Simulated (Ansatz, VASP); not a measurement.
## Zn in VASP and in Ansatz

Contents of INCAR:

```
PREC = Accurate
ENCUT = 520
EDIFF = 1E-7
ISMEAR = 1
SIGMA = 0.15
LREAL = F
LASPH = T
NELM = 80
ALGO = Normal
ISIF = 2
LWAVE = F
LCHARG = F
GGA = PE
NBANDS = 19
```

The input KPOINTS:

```
Automatic mesh
0
Gamma
  18 18 8
```

The input POSCAR:

```
Zn
1.0
    2.6647980532      0.0000000000      0.0000000000
   -1.3323990266      2.3077828100      0.0000000000
    0.0000000000      0.0000000000      4.9467000000
Zn
2
Direct
    0.3333333333      0.6666666667      0.2500000000
    0.6666666667      0.3333333333      0.7500000000
```

Input for Ansatz:

```yaml
crystal:
  lattice:
    - [2.6647980532, 0.0, 0.0]
    - [-1.3323990266, 2.30778281, 0.0]
    - [0.0, 0.0, 4.9467]
  atoms:
    - { symbol: Zn, position: [0.3333333333, 0.6666666667, 0.25] }
    - { symbol: Zn, position: [0.6666666667, 0.3333333333, 0.75] }
kpoints:
  mp_grid: { grid: [18, 18, 8] }
scf:
  occupations: { method: cold, width: 0.15 }
hamiltonian:
  xc: pbe
  pseudopotentials: { kind: all_electron, lapw: { basis_error: 0.00025 } }
output:
  forces: true
  stress: true
  eigenvalues: true
```

Alike in both runs: task single point; functional PBE; k mesh 18 × 18 × 8; no spin polarisation.

|  | VASP | Ansatz |
| --- | --- | --- |
| version | VASP 6.6.1 | Ansatz 0.2.0 |
| potentials or method | VASP PAW PBE potentials, release 64 (Zn), cutoff 520 eV | all-electron LAPW, scalar-relativistic |
| occupations | methfessel-paxton of order 1, width 0.15 eV | cold, width 0.15 eV |

```tsv
	VASP	Ansatz	Ansatz less VASP
pressure (GPa)	0.0	-0.4	-0.32
traceless stress, the component that is largest in VASP (GPa)	0.63	0.82	+0.186
```

Ansatz ran all-electron here, and VASP with PAW potentials.
